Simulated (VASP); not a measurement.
# WC (Fm-3m) in VASP: settings compared, part 2 of 2

VASP 6.6.1.

## Step 4: Single point, RPBE

This run uses another cell than the first one, of 10.62 Å³/atom, 1.036 times its volume.

INCAR reads:

```
SYSTEM = WC
PREC = Accurate ; ENCUT = 520
EDIFF = 1E-6 ; ISMEAR = -1
SIGMA = 0.05 ; LREAL = .False.
LASPH = .True. ; NELM = 100
ALGO = Normal ; ISIF = 2
LWAVE = .False. ; LCHARG = .False.
GGA = RP ; NBANDS = 16
```

KPOINTS reads:

```
regular mesh
0
Gamma
  10 10 10
  0 0 0
```

POSCAR reads:

```
WC
1.0
    0.0000000000      2.1983181846      2.1983181846
    2.1983181846      0.0000000000      2.1983181846
    2.1983181846      2.1983181846      0.0000000000
W C
1 1
Direct
    0.0000000000      0.0000000000      0.0000000000
    0.5000000000      0.5000000000      0.5000000000
```

Launch:

```console
> cat potpaw_PBE.64/W_sv/POTCAR potpaw_PBE.64/C/POTCAR > POTCAR
> mpirun -np 1 vasp_std > vasp.out
```

It took 14 s on 1 thread of Intel Xeon Platinum 8259CL at 2.50GHz (Skylake/Cascade Lake), shared host; peak memory 0.14 GiB.

The run converged. Its results:

```yaml
Free_energy: -20.5316 eV
Pressure: 0.8 GPa
Band_gap_on_the_k_mesh: zero (band 9 reaches 13.42 eV, above the bottom of band 10 at 10.28 eV)
```

Levels at points of the mesh, in eV from the Fermi level:
```
           k point  band 7  band 8  band 9  band 10  band 11  band 12
(0.00, 0.00, 0.00)   -2.76   -2.76   -1.11    -1.11    -1.11    -1.00
(0.50, 0.00, 0.00)   -6.58   -6.58    0.99     0.99     2.26     4.83
(0.50, 0.50, 0.00)   -5.65   -2.55   -2.55     0.79     2.19     2.19
```

Caveat: the PAW data sets were made with another functional, which shifts forces and pressure a little; spin-orbit coupling is left out, which moves the levels of the heavy elements.

## Step 5: Single point, revPBE

This run uses another cell than the first one, of 10.54 Å³/atom, 1.028 times its volume.

INCAR reads:

```
PREC = Accurate
ENCUT = 520
EDIFF = 1E-6
ISMEAR = -1
SIGMA = 0.05
LREAL = F
LASPH = T
NELM = 100
ALGO = Normal
ISIF = 2
LWAVE = F
LCHARG = F
GGA = RE
NBANDS = 16
```

KPOINTS reads:

```
regular mesh
0
Gamma
  10 10 10
```

POSCAR reads:

```
WC
1.0
    0.0000000000      2.1926840000      2.1926840000
    2.1926840000      0.0000000000      2.1926840000
    2.1926840000      2.1926840000      0.0000000000
W C
1 1
Direct
    0.0000000000      0.0000000000      0.0000000000
    0.5000000000      0.5000000000      0.5000000000
```

Launch:

```console
> cat potpaw_PBE.64/W_sv/POTCAR potpaw_PBE.64/C/POTCAR > POTCAR
> mpirun -np 1 vasp_std > vasp.out
```

It took 14 s on 1 thread of Intel Xeon Platinum 8259CL at 2.50GHz (Skylake/Cascade Lake), shared host; peak memory 0.14 GiB.

The run converged. Its results:

```yaml
Free_energy: -20.7185 eV
Pressure: 2.5 GPa
Band_gap_on_the_k_mesh: zero (band 9 reaches 13.53 eV, above the bottom of band 10 at 10.34 eV)
```

Levels at points of the mesh, in eV from the Fermi level:
```
           k point  band 6  band 7  band 8  band 9  band 10  band 11  band 12  band 13
(0.00, 0.00, 0.00)   -2.79   -2.79   -2.79   -1.12    -1.12    -1.12    -1.01    -1.01
(0.50, 0.00, 0.00)   -9.85   -6.63   -6.63    1.00     1.00     2.29     4.85     8.74
(0.50, 0.50, 0.00)   -5.81   -5.66   -2.56   -2.56     0.80     2.22     2.22     5.39
```

Caveat: the PAW data sets were made with another functional, which shifts forces and pressure a little; spin-orbit coupling is left out, which moves the levels of the heavy elements.

## Step 6: Single point, revPBE

This run uses another cell than the first one, of 10.59 Å³/atom, 1.033 times its volume.

INCAR reads:

```
ALGO     = Normal         # electronic algorithm
EDIFF    = 1E-7           # SCF threshold, eV
ENCUT    = 520            # plane-wave cutoff, eV
GGA      = RE             # functional
ISIF     = 2              # what is computed and relaxed
ISMEAR   = -1             # smearing method
LASPH    = True           # aspherical terms in the spheres
LCHARG   = True           # write CHGCAR
LELF     = True           # ELF
LREAL    = False          # projectors in reciprocal space
LVHAR    = True         
LWAVE    = False          # write WAVECAR
NBANDS   = 16             # bands
NELM     = 80             # most SCF steps
PREC     = Accurate       # precision mode
SIGMA    = 0.05           # smearing width, eV
```

KPOINTS reads:

```
k-points
0
Gamma
  10 10 10
```

POSCAR reads:

```
WC
1.0
    0.0000000000      2.1959638636      2.1959638636
    2.1959638636      0.0000000000      2.1959638636
    2.1959638636      2.1959638636      0.0000000000
W C
1 1
Direct
    0.0000000000      0.0000000000      0.0000000000
    0.5000000000      0.5000000000      0.5000000000
```

Potentials or basis: VASP PAW PBE potentials, release 64 (W_sv, C).

Launch:

```console
> cat potpaw_PBE.64/W_sv/POTCAR potpaw_PBE.64/C/POTCAR > POTCAR
> mpirun -np 1 vasp_std > vasp.out
```

OUTCAR:

```text
EDIFF = 1E-7
   ENCUT = 520
   GGA = RE
   ISIF = 2
   ISMEAR = -1
   LASPH = True
   LREAL = False
   NELM = 80
   PREC = Accurate

 ion  position               nearest neighbor table
   1  0.000  0.000  0.000-   2 2.20   2 2.20   2 2.20   2 2.20   2 2.20   2 2.20
   2  0.500  0.500  0.500-   1 2.20   1 2.20   1 2.20   1 2.20   1 2.20   1 2.20

  LATTYP: Found a face centered cubic cell.
 ALAT       =     4.3919277272

  Lattice vectors:

 A1 = (   0.0000000000,   2.1959638636,   2.1959638636)
 A2 = (   2.1959638636,   0.0000000000,   2.1959638636)
 A3 = (   2.1959638636,   2.1959638636,   0.0000000000)

Analysis of symmetry for initial positions (statically):
=====================================================================
 Subroutine PRICEL returns:
 Original cell was already a primitive cell.

 Routine SETGRP: Setting up the symmetry group for a
 face centered cubic supercell.

 Subroutine GETGRP returns: Found 48 space group operations
 (whereof 48 operations were pure point group operations)
 out of a pool of 48 trial point group operations.

The static configuration has the point symmetry O_h .

Analysis of symmetry for dynamics (positions and initial velocities):
=====================================================================
 Subroutine PRICEL returns:
 Original cell was already a primitive cell.

 Routine SETGRP: Setting up the symmetry group for a
 face centered cubic supercell.

 Subroutine GETGRP returns: Found 48 space group operations
 (whereof 48 operations were pure point group operations)
 out of a pool of 48 trial point group operations.

The dynamic configuration has the point symmetry O_h .

 Subroutine INISYM returns: Found 48 space group operations
 (whereof 48 operations are pure point group operations),
 and found     1 'primitive' translations

----------------------------------------------------------------------------------------

                                     Primitive cell

  volume of cell :      21.1790

  direct lattice vectors                    reciprocal lattice vectors
     0.000000000  2.195963864  2.195963864    -0.227690450  0.227690450  0.227690450
     2.195963864  0.000000000  2.195963864     0.227690450 -0.227690450  0.227690450
     2.195963864  2.195963864  0.000000000     0.227690450  0.227690450 -0.227690450

  length of vectors
     3.105561878  3.105561878  3.105561878     0.394371428  0.394371428  0.394371428

  position of ions in fractional coordinates (direct lattice)
     0.000000000  0.000000000  0.000000000
     0.500000000  0.500000000  0.500000000

  ion indices of the primitive-cell ions
   primitive index   ion index
                 1           1
                 2           2

----------------------------------------------------------------------------------------

 KPOINTS: k-points

Automatic generation of k-mesh.
 Grid dimensions read from file:
 generate k-points for:   10   10   10

 Generating k-lattice:

  Cartesian coordinates                     Fractional coordinates (reciprocal lattice)
    -0.022769045  0.022769045  0.022769045     0.100000000  0.000000000  0.000000000
     0.022769045 -0.022769045  0.022769045     0.000000000  0.100000000  0.000000000
     0.022769045  0.022769045 -0.022769045     0.000000000  0.000000000  0.100000000

  Length of vectors
     0.039437143  0.039437143  0.039437143

  Shift w.r.t. Gamma in fractional coordinates (k-lattice)
     0.000000000  0.000000000  0.000000000

 Subroutine IBZKPT returns following result:
 ===========================================

 Found     47 irreducible k-points:

 Following reciprocal coordinates:
            Coordinates               Weight
  0.000000  0.000000  0.000000      1.000000
  0.100000  0.000000  0.000000      8.000000
  0.200000  0.000000  0.000000      8.000000
  0.300000  0.000000  0.000000      8.000000
  0.400000  0.000000  0.000000      8.000000
  0.500000  0.000000  0.000000      4.000000
[... 16 lines left out ...]
  0.300000  0.300000  0.000000      6.000000
  0.400000  0.300000  0.000000     24.000000
 [... further k-points ...]
   k-points           NKPTS =     47   k-points in BZ     NKDIM =     47   number of bands    NBANDS=     16
   number of dos      NEDOS =    301   number of ions     NIONS =      2
   total plane-waves  NPLWV =  13824
   dimension x,y,z NGX =    24 NGY =   24 NGZ =   24
   dimension x,y,z NGXF=    48 NGYF=   48 NGZF=   48
   ions per type =               1   1
   NGX,Y,Z   is equivalent  to a cutoff of  12.85, 12.85, 12.85 a.u.
   NGXF,Y,Z  is equivalent  to a cutoff of  25.70, 25.70, 25.70 a.u.
 SYSTEM =  unknown system
   PREC   = accura    normal or accurate (medium, high low for compatibility)
   ISTART =      0    job   : 0-new  1-cont  2-samecut
   ICHARG =      2    charge: 1-file 2-atom 10-const
   ISPIN  =      1    spin polarized calculation?
   LNONCOLLINEAR =      F non collinear calculations
   LSORBIT =      F    spin-orbit coupling
   LASPH  =      T    aspherical Exc in radial PAW
   ENCUT  =  520.0 eV  38.22 Ry    6.18 a.u.   5.77  5.77  5.77*2*pi/ulx,y,z
   NELM   =     80;   NELMIN=  2; NELMDL= -5     # of ELM steps
   EDIFF  = 0.1E-06   stopping-criterion for ELM
   LREAL  =      F    real-space projection
   EDIFFG = 0.1E-05   stopping-criterion for IOM
   NSW    =      0    number of steps for IOM
   IBRION =     -1    ionic relax: 0-MD 1-quasi-New 2-CG
   NFREE  =      0    steps in history (QN), initial steepest desc. (CG)
   ISIF   =      2    stress and relaxation
   ISYM   =      2    0-nonsym 1-usesym 2-fastsym
   POTIM  = 0.5000    time-step for ionic-motion
   TEBEG  =    0.0;   TEEND  =   0.0 temperature during run
   PSTRESS=    0.0 pullay stress
   NELECT =      18.0000    total number of electrons
   NUPDOWN=      -1.0000    fix difference up-down
   EMIN   =  10.00;   EMAX   =-10.00  energy-range for DOS
   EFERMI =   0.00;   METHOD = LEGACY
   ISMEAR =    -1;   SIGMA  =   0.05  broadening in eV -4-tet -1-fermi 0-gaus
   EFERMI_NEDOS =   21; number of points for ismear=-14 and -15
   IALGO  =     38    algorithm
   IMIX   =      4    mixing-type and parameters
     AMIX     =   0.40;   BMIX     =  1.00
     AMIX_MAG =   1.60;   BMIX_MAG =  1.00
  volume/ion in A,a.u.               =      10.59        71.46
  Fermi-wavevector in a.u.,A,eV,Ry     =   1.550710  2.930416 32.717934  2.404700
  Thomas-Fermi vector in A             =   2.655334
   LORBIT       =      0    0 simple, 1 ext, 2 COOP (PROOUT), +10 PAW based schemes
   GGA     = RE    functional components
   LHFCALC =     F    Hartree Fock is set to
   AEXX    =    0.0000 exact exchange contribution
   IVDW    =     0    specifies the selected vdW correction
   LEPSILON=     F    determine dielectric tensor
   LRPA    =     F    only Hartree local field effects (RPA)
 non-spin polarized calculation
  energy-cutoff  :      520.00
  volume of cell :       21.18
 maximum number of plane-waves:       588
   NGX = 11   NGY = 11   NGZ = 11

 number of electron      18.0000002 magnetization

 Free energy of the ion-electron system (eV)
  ---------------------------------------------------
  ext. energy  EPLUGINS =         0.00000000
  ---------------------------------------------------
  free energy    TOTEN  =       -20.71953556 eV

  energy without entropy =      -20.71300473  energy(sigma->0) =      -20.71627015

 E-fermi :  12.4556     XC(G=0): -13.6549

 val. band max:       12.3599928313   @ k =   0.3000   0.2000   0.1000
 cond. band min:      12.5007522098   @ k =  -0.1000   0.1000   0.0000
 fundamental gap:      0.1407593786
 Fermi energy:        12.4556235882

 k-point     1 :       0.0000    0.0000    0.0000
  band No.  band energies     occupation
      1     -63.0572      2.00000
      2     -27.0492      2.00000
      3     -27.0492      2.00000
      4     -27.0492      2.00000
      5      -3.4001      2.00000
      6       9.6810      2.00000
[... 8 lines left out ...]
     15      22.0745      0.00000
     16      35.4528      0.00000

 k-point     2 :       0.1000    0.0000    0.0000
  band No.  band energies     occupation
      1     -63.0538      2.00000
      2     -27.1063      2.00000
      3     -27.0553      2.00000
      4     -27.0553      2.00000
      5      -3.1237      2.00000
      6       8.7646      2.00000
[... 8 lines left out ...]
     15      22.7141      0.00000
     16      32.9104      0.00000
[... 387 lines left out ...]
      5      -1.2933      2.00000
      6       5.2386      2.00000
[... 8 lines left out ...]
     15      24.9043      0.00000
     16      27.8146      0.00000

 k-point    24 :       0.4000    0.3000    0.0000
  band No.  band energies     occupation
      1     -63.0188      2.00000
      2     -27.4703      2.00000
      3     -27.2224      2.00000
      4     -27.2050      2.00000
      5      -0.9752      2.00000
      6       5.3591      2.00000
[... 8 lines left out ...]
     15      24.1157      0.00000
     16      27.7400      0.00000

 [... further k-points ...]
[... 5 lines left out ...]
  --------------------------------------------------------------------------------------
  -------------------------------------------------------------------------------------
  Total        0.1086518      0.1086518      0.1086518      0.0000000     -0.0000000      0.0000000
  in kB        8.2194330      8.2194330      8.2194330      0.0000000     -0.0000000      0.0000000
  external PRESSURE =       8.2194330 kB  Pullay stress =       0.0000000 kB

 VOLUME and BASIS-vectors are now :
 -----------------------------------------------------------------------------
  energy-cutoff  :      520.00
  volume of cell :       21.18
      direct lattice vectors                 reciprocal lattice vectors
     0.000000000  2.195963864  2.195963864    -0.227690450  0.227690450  0.227690450
     2.195963864  0.000000000  2.195963864     0.227690450 -0.227690450  0.227690450
     2.195963864  2.195963864  0.000000000     0.227690450  0.227690450 -0.227690450

 POSITION                                       TOTAL-FORCE (eV/Angst)
 -----------------------------------------------------------------------------------
      0.00000      0.00000      0.00000         0.000000      0.000000      0.000000
      2.19596      2.19596      2.19596         0.000000      0.000000      0.000000
 -----------------------------------------------------------------------------------
    total drift:                                0.000000     -0.000000     -0.000000

  FREE ENERGIE OF THE ION-ELECTRON SYSTEM (eV)
  ---------------------------------------------------
  free  energy   TOTEN  =       -20.7195355586 eV

  energy  without entropy=      -20.7130047322  energy(sigma->0) =      -20.71627015
```

It took 16 s on 1 thread of Intel Xeon Platinum 8259CL at 2.50GHz (Skylake/Cascade Lake), shared host; peak memory 0.14 GiB.

Results:

* Free energy: -20.7195 eV
* Pressure: 0.8 GPa
* Band gap on the k mesh: zero (band 9 reaches 13.45 eV, above the bottom of band 10 at 10.29 eV)

Caveat: the PAW data sets were made with another functional, which shifts forces and pressure a little; spin-orbit coupling is left out, which moves the levels of the heavy elements.

## Step 7: The runs side by side

| level | cell | gap on the mesh (eV) | pressure (GPa) |
| --- | --- | --- | --- |
| PBEsol | a = 3.072 Å, angles 60.0°, 2 atoms | none | 1.1 |
| RPBE | a = 3.101 Å, angles 60.0°, 2 atoms | none | 3.6 |
| RPBE | a = 3.109 Å, angles 60.0°, 2 atoms | none | 0.8 |
| revPBE | a = 3.101 Å, angles 60.0°, 2 atoms | none | 2.5 |
| revPBE | a = 3.106 Å, angles 60.0°, 2 atoms | none | 0.8 |

Alike in all rows: task single point; potentials or basis VASP PAW PBE potentials, release 64 (W_sv, C); no spin polarisation; k mesh 10 × 10 × 10; cutoff (eV) 520; smearing fermi-dirac 0.05 eV.

Caveats: the PAW data sets were made with another functional, which shifts forces and pressure a little; spin-orbit coupling is left out, which moves the levels of the heavy elements.

Absolute energies hang on the potentials; compare differences alone.
